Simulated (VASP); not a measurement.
# CaB6 (Pm-3m) in VASP: notebook

The runs below take CaB6 through single point, with PBE.

Program: VASP 6.6.1. These are calculated values, not measurements. Logs are shortened: lines on timing, memory, paths and dates and some standing lists are left out, and cuts for length are marked.

## 1. The cell of the first run

It takes space group Pm-3m (No. 221, cubic). Conventional cell: a = 4.063 Å, b = 4.063 Å, c = 4.063 Å, α = 90.00°, β = 90.00°, γ = 90.00°. Ca (site symmetry m-3m) has 24 B at 2.99 Å within 3.9 Å. Within 2.2 Å of B (site symmetry 4mm) lie 5 B at 1.63 to 1.72 Å.

## 2. Single point, PBE (9.58 Å³/atom)

The input, INCAR:

```
SYSTEM = CaB6
PREC = Accurate
ENCUT = 520
EDIFF = 1E-6
ISMEAR = 0
SIGMA = 0.01
LREAL = .FALSE.
LASPH = .TRUE.
NELM = 60
ALGO = Normal
ISIF = 2
LWAVE = .FALSE.
LCHARG = .TRUE.
GGA = PE
LELF = .TRUE.
LVHAR = .TRUE.
NBANDS = 23
```

The input, KPOINTS:

```
Automatic mesh
0
G
  8 8 8
  0 0 0
```

The input, POSCAR:

```
CaB6
1.0
    4.0630610948      0.0000000000      0.0000000000
    0.0000000000      4.0630610948      0.0000000000
    0.0000000000      0.0000000000      4.0630610948
Ca B
1 6
Direct
    0.5000000000      0.5000000000      0.5000000000
    0.0000000000      0.0000000000      0.2992473964
    0.0000000000      0.0000000000      0.7007526036
    0.2992473964      0.0000000000      0.0000000000
    0.7007526036      0.0000000000      0.0000000000
    0.0000000000      0.2992473964      0.0000000000
    0.0000000000      0.7007526036      0.0000000000
```

Potentials or basis: VASP PAW PBE potentials, release 64 (Ca_sv, B).

Command:

```console
cat potpaw_PBE.64/Ca_sv/POTCAR potpaw_PBE.64/B/POTCAR > POTCAR
mpirun -np 1 vasp_std > vasp.out
```

OUTCAR:

```text
SYSTEM = CaB6
   PREC = Accurate
   ENCUT = 520
   EDIFF = 1E-6
   ISMEAR = 0
   LREAL = .FALSE.
   LASPH = .TRUE.
   NELM = 60
   ISIF = 2
   GGA = PE

 ion  position               nearest neighbor table
   1  0.500  0.500  0.500-
   2  0.000  0.000  0.299-   3 1.63   4 1.72   5 1.72   6 1.72   7 1.72
   3  0.000  0.000  0.701-   2 1.63   4 1.72   5 1.72   6 1.72   7 1.72
   4  0.299  0.000  0.000-   5 1.63   3 1.72   2 1.72   6 1.72   7 1.72
   5  0.701  0.000  0.000-   4 1.63   3 1.72   2 1.72   6 1.72   7 1.72
   6  0.000  0.299  0.000-   7 1.63   3 1.72   4 1.72   5 1.72   2 1.72
   7  0.000  0.701  0.000-   6 1.63   3 1.72   4 1.72   5 1.72   2 1.72

  LATTYP: Found a simple cubic cell.
 ALAT       =     4.0630610948

  Lattice vectors:

 A1 = (   4.0630610948,   0.0000000000,   0.0000000000)
 A2 = (   0.0000000000,   4.0630610948,   0.0000000000)
 A3 = (   0.0000000000,   0.0000000000,   4.0630610948)

Analysis of symmetry for initial positions (statically):
=====================================================================
 Subroutine PRICEL returns:
 Original cell was already a primitive cell.

 Routine SETGRP: Setting up the symmetry group for a
 simple cubic supercell.

 Subroutine GETGRP returns: Found 48 space group operations
 (whereof 48 operations were pure point group operations)
 out of a pool of 48 trial point group operations.

The static configuration has the point symmetry O_h .

Analysis of symmetry for dynamics (positions and initial velocities):
=====================================================================
 Subroutine PRICEL returns:
 Original cell was already a primitive cell.

 Routine SETGRP: Setting up the symmetry group for a
 simple cubic supercell.

 Subroutine GETGRP returns: Found 48 space group operations
 (whereof 48 operations were pure point group operations)
 out of a pool of 48 trial point group operations.

The dynamic configuration has the point symmetry O_h .

 Subroutine INISYM returns: Found 48 space group operations
 (whereof 48 operations are pure point group operations),
 and found     1 'primitive' translations

----------------------------------------------------------------------------------------

                                     Primitive cell

  volume of cell :      67.0749

  direct lattice vectors                    reciprocal lattice vectors
     4.063061095  0.000000000  0.000000000     0.246119853  0.000000000  0.000000000
     0.000000000  4.063061095  0.000000000     0.000000000  0.246119853  0.000000000
     0.000000000  0.000000000  4.063061095     0.000000000  0.000000000  0.246119853

  length of vectors
     4.063061095  4.063061095  4.063061095     0.246119853  0.246119853  0.246119853

  position of ions in fractional coordinates (direct lattice)
     0.500000000  0.500000000  0.500000000
     0.000000000  0.000000000  0.299247396
     0.000000000  0.000000000  0.700752604
     0.299247396  0.000000000  0.000000000
     0.700752604  0.000000000  0.000000000
     0.000000000  0.299247396  0.000000000
     0.000000000  0.700752604  0.000000000

  ion indices of the primitive-cell ions
   primitive index   ion index
                 1           1
                 2           2
                 3           3
                 4           4
                 5           5
                 6           6
                 7           7

----------------------------------------------------------------------------------------

 KPOINTS: Automatic mesh

Automatic generation of k-mesh.
 Grid dimensions read from file:
 generate k-points for:    8    8    8

 Generating k-lattice:

  Cartesian coordinates                     Fractional coordinates (reciprocal lattice)
     0.030764982  0.000000000  0.000000000     0.125000000  0.000000000  0.000000000
     0.000000000  0.030764982  0.000000000     0.000000000  0.125000000  0.000000000
     0.000000000  0.000000000  0.030764982     0.000000000  0.000000000  0.125000000

  Length of vectors
     0.030764982  0.030764982  0.030764982

  Shift w.r.t. Gamma in fractional coordinates (k-lattice)
     0.000000000  0.000000000  0.000000000

 Subroutine IBZKPT returns following result:
 ===========================================

 Found     35 irreducible k-points:

 Following reciprocal coordinates:
            Coordinates               Weight
  0.000000  0.000000  0.000000      1.000000
  0.125000  0.000000  0.000000      6.000000
  0.250000  0.000000  0.000000      6.000000
  0.375000  0.000000  0.000000      6.000000
  0.500000  0.000000  0.000000      3.000000
  0.125000  0.125000  0.000000     12.000000
[... 16 lines left out ...]
  0.375000  0.375000  0.125000     24.000000
  0.500000  0.375000  0.125000     24.000000
 [... further k-points ...]
   k-points           NKPTS =     35   k-points in BZ     NKDIM =     35   number of bands    NBANDS=     23
   number of dos      NEDOS =    301   number of ions     NIONS =      7
   total plane-waves  NPLWV =  27000
   dimension x,y,z NGX =    30 NGY =   30 NGZ =   30
   dimension x,y,z NGXF=    60 NGYF=   60 NGZF=   60
   ions per type =               1   6
   NGX,Y,Z   is equivalent  to a cutoff of  12.27, 12.27, 12.27 a.u.
   NGXF,Y,Z  is equivalent  to a cutoff of  24.55, 24.55, 24.55 a.u.
 SYSTEM =  CaB6
   PREC   = accura    normal or accurate (medium, high low for compatibility)
   ISTART =      0    job   : 0-new  1-cont  2-samecut
   ICHARG =      2    charge: 1-file 2-atom 10-const
   ISPIN  =      1    spin polarized calculation?
   LNONCOLLINEAR =      F non collinear calculations
   LSORBIT =      F    spin-orbit coupling
   LASPH  =      T    aspherical Exc in radial PAW
   ENCUT  =  520.0 eV  38.22 Ry    6.18 a.u.   7.55  7.55  7.55*2*pi/ulx,y,z
   NELM   =     60;   NELMIN=  2; NELMDL= -5     # of ELM steps
   EDIFF  = 0.1E-05   stopping-criterion for ELM
   LREAL  =      F    real-space projection
   EDIFFG = 0.1E-04   stopping-criterion for IOM
   NSW    =      0    number of steps for IOM
   IBRION =     -1    ionic relax: 0-MD 1-quasi-New 2-CG
   NFREE  =      0    steps in history (QN), initial steepest desc. (CG)
   ISIF   =      2    stress and relaxation
   ISYM   =      2    0-nonsym 1-usesym 2-fastsym
   POTIM  = 0.5000    time-step for ionic-motion
   TEBEG  =    0.0;   TEEND  =   0.0 temperature during run
   PSTRESS=    0.0 pullay stress
   NELECT =      28.0000    total number of electrons
   NUPDOWN=      -1.0000    fix difference up-down
   EMIN   =  10.00;   EMAX   =-10.00  energy-range for DOS
   EFERMI =   0.00;   METHOD = LEGACY
   ISMEAR =     0;   SIGMA  =   0.01  broadening in eV -4-tet -1-fermi 0-gaus
   EFERMI_NEDOS =   21; number of points for ismear=-14 and -15
   IALGO  =     38    algorithm
   IMIX   =      4    mixing-type and parameters
     AMIX     =   0.40;   BMIX     =  1.00
     AMIX_MAG =   1.60;   BMIX_MAG =  1.00
  volume/ion in A,a.u.               =       9.58        64.66
  Fermi-wavevector in a.u.,A,eV,Ry     =   1.223510  2.312098 20.367602  1.496976
  Thomas-Fermi vector in A             =   2.358618
   LORBIT       =      0    0 simple, 1 ext, 2 COOP (PROOUT), +10 PAW based schemes
   GGA     = PE    functional components
   LHFCALC =     F    Hartree Fock is set to
   AEXX    =    0.0000 exact exchange contribution
   IVDW    =     0    specifies the selected vdW correction
   LEPSILON=     F    determine dielectric tensor
   LRPA    =     F    only Hartree local field effects (RPA)
 non-spin polarized calculation
 Gauss-broadening in eV      SIGMA  =   0.01
  energy-cutoff  :      520.00
  volume of cell :       67.07
 maximum number of plane-waves:      1856
   NGX = 15   NGY = 15   NGZ = 15

 number of electron      28.0000003 magnetization

 Free energy of the ion-electron system (eV)
  ---------------------------------------------------
  ext. energy  EPLUGINS =         0.00000000
  ---------------------------------------------------
  free energy    TOTEN  =       -44.87868464 eV

  energy without entropy =      -44.87865526  energy(sigma->0) =      -44.87866995

 E-fermi :   5.1150     XC(G=0): -10.8258

 val. band max:        5.1027582709   @ k =   0.3750   0.0000   0.0000
 cond. band min:       5.1272859333   @ k =   0.3750   0.0000   0.0000
 fundamental gap:      0.0245276624
 Fermi energy:         5.1150221020

 k-point     1 :       0.0000    0.0000    0.0000
  band No.  band energies     occupation
      1     -35.8840      2.00000
      2     -16.8827      2.00000
      3     -16.8827      2.00000
      4     -16.8827      2.00000
      5      -9.7406      2.00000
      6      -2.0882      2.00000
[... 15 lines left out ...]
     22      10.0542      0.00000
     23      11.4210      0.00000

 k-point     2 :       0.1250    0.0000    0.0000
  band No.  band energies     occupation
      1     -35.8835      2.00000
      2     -16.8943      2.00000
      3     -16.8814      2.00000
      4     -16.8814      2.00000
      5      -9.6853      2.00000
      6      -2.8177      2.00000
[... 15 lines left out ...]
     22       9.9021      0.00000
     23      10.8819      0.00000

 k-point     3 :       0.2500    0.0000    0.0000
  band No.  band energies     occupation
      1     -35.8824      2.00000
      2     -16.9222      2.00000
      3     -16.8781      2.00000
      4     -16.8781      2.00000
      5      -9.5427      2.00000
      6      -3.7490      2.00000
[... 15 lines left out ...]
     22      10.3225      0.00000
     23      10.7561      0.00000
[... 495 lines left out ...]
 k-point    23 :       0.3750    0.3750    0.1250
  band No.  band energies     occupation
      1     -35.8780      2.00000
      2     -16.9349      2.00000
      3     -16.9326      2.00000
      4     -16.8774      2.00000
      5      -9.1364      2.00000
      6      -3.8542      2.00000
[... 15 lines left out ...]
     22      12.5064      0.00000
     23      12.8432      0.00000

 k-point    24 :       0.5000    0.3750    0.1250
  band No.  band energies     occupation
      1     -35.8776      2.00000
      2     -16.9439      2.00000
      3     -16.9314      2.00000
      4     -16.8760      2.00000
      5      -9.0951      2.00000
      6      -3.9863      2.00000
[... 15 lines left out ...]
     22      12.4012      0.00000
     23      13.4361      0.00000

 [... further k-points ...]

------------------------ aborting loop because EDIFF is reached ----------------------------------------

  FORCE on cell =-STRESS in cart. coord.  units (eV):
  Direction    XX          YY          ZZ          XY          YZ          ZX
  --------------------------------------------------------------------------------------
  -------------------------------------------------------------------------------------
  Total        4.4015456      4.4015456      4.4015456      0.0000000      0.0000000     -0.0000000
  in kB      105.1370352    105.1370352    105.1370352      0.0000000      0.0000000     -0.0000000
  external PRESSURE =     105.1370352 kB  Pullay stress =       0.0000000 kB

 VOLUME and BASIS-vectors are now :
 -----------------------------------------------------------------------------
  energy-cutoff  :      520.00
  volume of cell :       67.07
      direct lattice vectors                 reciprocal lattice vectors
     4.063061095  0.000000000  0.000000000     0.246119853  0.000000000  0.000000000
     0.000000000  4.063061095  0.000000000     0.000000000  0.246119853  0.000000000
     0.000000000  0.000000000  4.063061095     0.000000000  0.000000000  0.246119853

 POSITION                                       TOTAL-FORCE (eV/Angst)
 -----------------------------------------------------------------------------------
      2.03153      2.03153      2.03153         0.000000      0.000000      0.000000
      0.00000      0.00000      1.21586         0.000000      0.000000      0.023032
      0.00000      0.00000      2.84720        -0.000000     -0.000000     -0.023032
      1.21586      0.00000      0.00000         0.023032     -0.000000     -0.000000
      2.84720      0.00000      0.00000        -0.023032      0.000000     -0.000000
      0.00000      1.21586      0.00000         0.000000      0.023032     -0.000000
      0.00000      2.84720      0.00000         0.000000     -0.023032      0.000000
 -----------------------------------------------------------------------------------
    total drift:                                0.000000      0.000000     -0.000000

  FREE ENERGIE OF THE ION-ELECTRON SYSTEM (eV)
  ---------------------------------------------------
  free  energy   TOTEN  =       -44.8786846446 eV

  energy  without entropy=      -44.8786552579  energy(sigma->0) =      -44.87866995
```

Wall time 28 s (1 thread of AMD EPYC 9R45 (Zen 5), shared host); peak memory 0.16 GiB.

Results:

| Item | Value |
| --- | --- |
| Free energy | -44.8787 eV |
| Pressure | 10.5 GPa |
| Largest force | 0.023 eV/Å |
| Band gap on the k mesh | 0.02 eV |

Forces on the atoms (eV/Å):
```
Ca   0.000  0.000  0.000
B    0.000  0.000  0.023
B    0.000  0.000 -0.023
B    0.023  0.000  0.000
B   -0.023  0.000  0.000
B    0.000  0.023  0.000
B    0.000 -0.023  0.000
```

Caveat: the cell stands under pressure. A k mesh can miss the band edges.

## 3. Single point, PBE (9.89 Å³/atom)

This run uses another cell than the first one, of 9.89 Å³/atom.

The input, INCAR:

```
  ALGO = Normal
  EDIFF = 1E-6
  ENCUT = 520
  GGA = PE
  ISIF = 2
  ISMEAR = 0
  LASPH = T
  LCHARG = F
  LREAL = F
  LWAVE = F
  NBANDS = 23
  NELM = 60
  PREC = Accurate
  SIGMA = 0.01
```

The input, KPOINTS:

```
k-points
0
Gamma
  8 8 8
```

The input, POSCAR:

```
CaB6
1.0
    4.1058333022      0.0000000000      0.0000000000
    0.0000000000      4.1058333022      0.0000000000
    0.0000000000      0.0000000000      4.1058333022
Ca B
1 6
Direct
    0.5000000000      0.5000000000      0.5000000000
    0.0000000000      0.0000000000      0.2987399726
    0.0000000000      0.0000000000      0.7012600274
    0.2987399726      0.0000000000      0.0000000000
    0.7012600274      0.0000000000      0.0000000000
    0.0000000000      0.2987399726      0.0000000000
    0.0000000000      0.7012600274      0.0000000000
```

Potentials or basis: VASP PAW PBE potentials, release 64 (Ca_sv, B).

Command:

```console
cat potpaw_PBE.64/Ca_sv/POTCAR potpaw_PBE.64/B/POTCAR > POTCAR
mpirun -np 1 vasp_std > vasp.out
```

OUTCAR:

```text
EDIFF = 1E-6
   ENCUT = 520
   GGA = PE
   ISIF = 2
   ISMEAR = 0
   LASPH = T
   LREAL = F
   NELM = 60
   PREC = Accurate

 ion  position               nearest neighbor table
   1  0.500  0.500  0.500-
   2  0.000  0.000  0.299-   3 1.65   4 1.73   5 1.73   6 1.73   7 1.73
   3  0.000  0.000  0.701-   2 1.65   4 1.73   5 1.73   6 1.73   7 1.73
   4  0.299  0.000  0.000-   5 1.65   3 1.73   2 1.73   6 1.73   7 1.73
   5  0.701  0.000  0.000-   4 1.65   3 1.73   2 1.73   6 1.73   7 1.73
   6  0.000  0.299  0.000-   7 1.65   3 1.73   4 1.73   5 1.73   2 1.73
[... 835 lines left out ...]
  Total        2.1433213      2.1433213      2.1433213      0.0000000      0.0000000     -0.0000000
  in kB       49.6128205     49.6128205     49.6128205      0.0000000      0.0000000     -0.0000000
  external PRESSURE =      49.6128205 kB  Pullay stress =       0.0000000 kB

 VOLUME and BASIS-vectors are now :
 -----------------------------------------------------------------------------
  energy-cutoff  :      520.00
  volume of cell :       69.22
      direct lattice vectors                 reciprocal lattice vectors
     4.105833302  0.000000000  0.000000000     0.243555918  0.000000000  0.000000000
     0.000000000  4.105833302  0.000000000     0.000000000  0.243555918  0.000000000
     0.000000000  0.000000000  4.105833302     0.000000000  0.000000000  0.243555918

 POSITION                                       TOTAL-FORCE (eV/Angst)
 -----------------------------------------------------------------------------------
      2.05292      2.05292      2.05292         0.000000      0.000000      0.000000
      0.00000      0.00000      1.22658        -0.000000     -0.000000      0.018039
      0.00000      0.00000      2.87926         0.000000      0.000000     -0.018039
      1.22658      0.00000      0.00000         0.018039      0.000000      0.000000
      2.87926      0.00000      0.00000        -0.018039     -0.000000     -0.000000
      0.00000      1.22658      0.00000         0.000000      0.018039      0.000000
      0.00000      2.87926      0.00000        -0.000000     -0.018039     -0.000000
 -----------------------------------------------------------------------------------
    total drift:                                0.000000      0.000000      0.000000

  FREE ENERGIE OF THE ION-ELECTRON SYSTEM (eV)
  ---------------------------------------------------
  free  energy   TOTEN  =       -44.9823281486 eV

  energy  without entropy=      -44.9823281480  energy(sigma->0) =      -44.98232815
```

OSZICAR:

```text
N       E                     dE             d eps       ncg     rms          rms(c)
DAV:   1     0.148818075557E+03    0.14882E+03   -0.13176E+04  1610   0.114E+03
DAV:   2    -0.419444275293E+02   -0.19076E+03   -0.18414E+03  2120   0.286E+02
DAV:   3    -0.502321770326E+02   -0.82877E+01   -0.82460E+01  2741   0.533E+01
DAV:   4    -0.503909481820E+02   -0.15877E+00   -0.15852E+00  2259   0.579E+00
DAV:   5    -0.503951702045E+02   -0.42220E-02   -0.42216E-02  2402   0.772E-01    0.103E+01
DAV:   6    -0.458049695422E+02    0.45902E+01   -0.55504E+00  2082   0.121E+01    0.536E+00
DAV:   7    -0.450009873135E+02    0.80398E+00   -0.44695E+00  2077   0.913E+00    0.155E+00
DAV:   8    -0.450417268162E+02   -0.40740E-01   -0.10549E+00  1939   0.541E+00    0.100E+00
DAV:   9    -0.449838842101E+02    0.57843E-01   -0.14133E-01  1934   0.188E+00    0.234E-01
DAV:  10    -0.449820829651E+02    0.18012E-02   -0.31672E-02  2055   0.839E-01    0.139E-01
DAV:  11    -0.449823088195E+02   -0.22585E-03   -0.39710E-03  1918   0.340E-01    0.446E-02
DAV:  12    -0.449823715445E+02   -0.62725E-04   -0.16968E-04  2054   0.736E-02    0.310E-02
DAV:  13    -0.449823277971E+02    0.43747E-04   -0.18048E-04  2019   0.693E-02    0.514E-03
DAV:  14    -0.449823277991E+02   -0.19884E-08   -0.11453E-05  2117   0.186E-02    0.229E-03
DAV:  15    -0.449823281486E+02   -0.34950E-06   -0.72401E-07  1457   0.442E-03
   1 F= -.44982328E+02 E0= -.44982328E+02  d E =-.592867E-09
```

stdout:

```text
POSCAR found type information on POSCAR CaB
 POSCAR found :  2 types and       7 ions
 scaLAPACK will be used
 LDA part: xc-table for (Slater+PW92), standard interpolation
 POSCAR, INCAR and KPOINTS ok, starting setup
 FFT: planning ... GRIDC
 FFT: planning ... GRID_SOFT
 FFT: planning ... GRID
 WAVECAR not read
 entering main loop
```

Wall time 28 s (1 thread of AMD EPYC 9R45 (Zen 5), shared host); peak memory 0.17 GiB.

What came out:

```yaml
Free_energy: -44.9823 eV
Pressure: 5.0 GPa
Largest_force: 0.018 eV/Å
Band_gap_on_the_k_mesh: 0.07 eV (least direct gap 0.10 eV)
```

Forces in eV/Å, atoms in the order of the input:
```
Ca   0.000  0.000  0.000
B    0.000  0.000  0.018
B    0.000  0.000 -0.018
B    0.018  0.000  0.000
B   -0.018  0.000  0.000
B    0.000  0.018  0.000
B    0.000 -0.018  0.000
```

Levels at points of the mesh, in eV from the valence-band top:
```tsv
k point	band 11	band 12	band 13	band 14	band 15	band 16	band 17	band 18
(0.00, 0.00, 0.00)	-5.38	-0.34	-0.34	-0.34	2.83	2.83	2.83	3.41
(0.50, 0.00, 0.00)	-2.45	-2.45	-1.83	-0.16	0.07	3.24	3.24	3.85
(0.50, 0.50, 0.00)	-2.79	-2.79	-1.51	-1.51	3.11	3.11	4.12	4.44
(0.50, 0.50, 0.50)	-4.47	-1.11	-1.11	-1.11	4.37	4.83	4.83	4.94
```

Caveat: the cell stands under pressure.

(Continued in part 2 of 2.)
